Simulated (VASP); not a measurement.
Input of a VASP 6.6.1 run:

Contents of INCAR:

```
PREC     = Accurate       # precision mode
ENCUT    = 520            # plane-wave cutoff, eV
EDIFF    = 1E-6           # SCF threshold, eV
ISMEAR   = 0              # smearing method
SIGMA    = 0.05           # smearing width, eV
LREAL    = False          # projectors in reciprocal space
LASPH    = True           # aspherical terms in the spheres
NELM     = 60             # most SCF steps
ALGO     = Normal         # electronic algorithm
ISIF     = 2              # what is computed and relaxed
LWAVE    = False          # write WAVECAR
LCHARG   = True           # write CHGCAR
LELF     = True           # ELF
LVHAR    = True         
NBANDS   = 41             # bands
```

The input KPOINTS:

```
Automatic mesh
0
Gamma
  6 6 6
```

The input POSCAR:

```
AlGa3N4
1.0
    4.4267521656      0.0000000000      0.0000000000
    0.0000000000      4.4267521656      0.0000000000
    0.0000000000      0.0000000000      4.4267521656
Al Ga N
1 3 4
Direct
    0.0000000000      0.0000000000      0.0000000000
    0.5000000000      0.5000000000      0.0000000000
    0.5000000000      0.0000000000      0.5000000000
    0.0000000000      0.5000000000      0.5000000000
    0.7548078379      0.7548078379      0.2451921621
    0.7548078379      0.2451921621      0.7548078379
    0.2451921621      0.7548078379      0.7548078379
    0.2451921621      0.2451921621      0.2451921621
```

Potentials or basis: VASP PAW LDA potentials, release 64 (Al, Ga_d, N).

Command:

```bash
$ cat potpaw_LDA.64/Al/POTCAR potpaw_LDA.64/Ga_d/POTCAR potpaw_LDA.64/N/POTCAR > POTCAR
$ mpirun -np 1 vasp_std > vasp.out
```

What does it give for the largest force?

0.031 eV/Å.

Estimate the band gap on the k mesh.

2.57 eV.

Predict the pressure.

1.1 GPa.

Forces on the atoms (eV/Å):
```
Al   0.000  0.000  0.000
Ga   0.000  0.000  0.000
Ga   0.000  0.000  0.000
Ga   0.000  0.000  0.000
N    0.018  0.018 -0.018
N    0.018 -0.018  0.018
N   -0.018  0.018  0.018
N   -0.018 -0.018 -0.018
```
